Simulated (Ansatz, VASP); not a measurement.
# Two plane-wave programs on SnSe2

The input INCAR:

```
SYSTEM = SnSe2
PREC = Accurate ; ENCUT = 600
EDIFF = 1E-6 ; ISMEAR = 0
SIGMA = 0.01 ; LREAL = .FALSE.
LASPH = .TRUE. ; NELM = 80
ALGO = Normal ; ISIF = 3
LWAVE = .FALSE. ; LCHARG = .FALSE.
GGA = PE ; IVDW = 12
IBRION = 2 ; NSW = 80
EDIFFG = -0.01
```

The input KPOINTS:

```
Automatic mesh
0
G
  6 6 4
  0 0 0
```

POSCAR

```
SnSe2
1.0
    3.8110000000      0.0000000000      0.0000000000
   -1.9055000000      3.3004228138      0.0000000000
    0.0000000000      0.0000000000      6.1360000000
Sn Se
1 2
Direct
    0.0000000000      0.0000000000      0.0000000000
    0.3333333333      0.6666666667      0.2490000000
    0.6666666667      0.3333333333      0.7510000000
```

Input for Ansatz:

```yaml
crystal:
  lattice:
    a: 3.811
    b: 3.811
    c: 6.136
    alpha: 90.0
    beta: 90.0
    gamma: 120.0
  space_group: 164
  atoms:
    - { symbol: Sn, position: [0.0, 0.0, 0.0] }
    - { symbol: Se, position: [0.3333333333333333, 0.6666666666666666, 0.249] }
basis:
  ecutwfc: 450.0
kpoints:
  mp_grid:
    grid: [6, 6, 4]
hamiltonian:
  xc: pbe
  dispersion: d3bj
scf:
  occupations:
    method: fixed
relax:
  f_tol: 0.01
  cell: {}
```

Alike in both runs: task relaxation of cell and atoms; functional PBE; dispersion D3(BJ); k mesh 6 × 6 × 4; no spin polarisation.

```csv
,VASP,Ansatz
version,VASP 6.6.1,Ansatz 0.2.0
potentials or method,"VASP PAW PBE potentials, release 64 (Sn_d, Se), cutoff 600 eV","plane waves, PAW"
occupations,"gaussian, width 0.01 eV",fixed
valence electrons in the cell,26,46
```

Ansatz gave:

| Quantity | Value |
| --- | --- |
| relaxed volume (Å³/atom) | 25.61 |
| relaxed cell length with the largest relative difference (Å) | 6.011 |

Problem. Estimate VASP's values.

Solution. Relaxed volume (Å³/atom): 25.60; relaxed cell length with the largest relative difference (Å): 6.007.

VASP's potentials hold 26 valence electrons a cell and Ansatz's 46, so a difference there can come from the potentials and not from the codes.
